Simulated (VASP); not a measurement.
Write the native input for VASP 6.6.1 that does the following.

- Task: relaxation of cell and atoms
- Functional: PBE
- Potentials or basis: VASP PAW PBE potentials, release 64 (Si, Mo_sv)
- Cutoff: 600 eV
- k mesh: 18 × 18 × 18
- Occupations: gaussian, width 0.1 eV
- Spin: no spin polarisation
- Target pressure: 10 GPa
- Dipole correction: no
- Further INCAR settings: ALGO = Normal; EDIFF = 1e-06; IBRION = 2; EDIFFG = -0.008; NSW = 70; ISIF = 3

The structure of Si2Mo lies in POSCAR:

```
Si2Mo
1.0
   -1.5836247175      1.5836247175      3.8821137264
    1.5836247175     -1.5836247175      3.8821137264
    1.5836247175      1.5836247175     -3.8821137264
Si Mo
2 1
Direct
    0.3347529209      0.3347529209      0.0000000000
    0.6652470791      0.6652470791      0.0000000000
    0.0000000000      0.0000000000      0.0000000000
```

The input as run:

INCAR

```
SYSTEM = Si2Mo
ALGO = Normal
EDIFF = 1E-6
EDIFFG = -0.008
ENCUT = 600
GGA = PE
IBRION = 2
ISIF = 3
ISMEAR = 0
LASPH = .True.
LCHARG = .False.
LREAL = .False.
LWAVE = .False.
NELM = 60
NSW = 70
PREC = Accurate
PSTRESS = 100.0
SIGMA = 0.1
```

KPOINTS

```
k-points
0
Gamma
  18 18 18
  0 0 0
```

Potentials or basis: VASP PAW PBE potentials, release 64 (Si, Mo_sv).

Command:

```console
$ cat potpaw_PBE.64/Si/POTCAR potpaw_PBE.64/Mo_sv/POTCAR > POTCAR
$ mpirun -np 1 vasp_std > vasp.out
```

Results of the run:

```yaml
Relaxed_volume: 13.00 Å³/atom
Relaxed_cell: a = 4.486 Å, b = 4.486 Å, c = 4.486 Å, α = 138.67°, β = 138.67°, γ = 59.88°
Space_group_after_relaxing_to_0.05_Å: I4/mmm (No. 139)
Energy_change_on_relaxing_the_enthalpy_is_what_falls: -1.0 meV/atom
Ionic_steps: 5
Pressure_after_relaxing: 10.0 GPa
Largest_force_after_relaxing: 0.005 eV/Å
Band_gap_on_the_k_mesh: zero (band 11 reaches 13.25 eV, above the bottom of band 12 at 12.26 eV)
```

Caveat: the cell is relaxed towards a set pressure, so the enthalpy falls and the energy may rise.

It took 15 min on 1 thread of Intel(R) Xeon(R) Platinum 8259CL CPU @ 2.50GHz (Skylake/Cascade Lake), with other jobs on the host, peak memory 0.48 GiB.
